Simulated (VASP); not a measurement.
A run of VASP 6.6.1 is set up as follows.

File INCAR:

```
ALGO = Normal
EDIFF = 1E-6
ENCUT = 600
GGA = PE
GGA_COMPAT = F
ISIF = 2
ISMEAR = -1
LASPH = T
LCHARG = F
LREAL = F
LWAVE = F
NBANDS = 16
NELM = 120
PREC = Accurate
SIGMA = 0.05
```

KPOINTS

```
k-points
0
Gamma
  6 6 6
```

POSCAR

```
CdO
1.0
    0.0000000000      2.3650600561      2.3650600561
    2.3650600561      0.0000000000      2.3650600561
    2.3650600561      2.3650600561      0.0000000000
Cd O
1 1
Direct
    0.0000000000      0.0000000000      0.0000000000
    0.5000000000      0.5000000000      0.5000000000
```

Potentials or basis: VASP PAW PBE potentials, release 64 (Cd, O).

Run with:

```console
$ cat potpaw_PBE.64/Cd/POTCAR potpaw_PBE.64/O/POTCAR > POTCAR
$ mpirun -np 1 vasp_std > vasp.out
```

Task: Estimate the band gap on the k mesh.

Result: Zero (band 9 reaches 1.85 eV, above the bottom of band 10 at 1.39 eV).

Task: What does it give for the pressure?

Result: 4.3 GPa.

Caveat: the k points lie up to 0.38 Å⁻¹ apart.
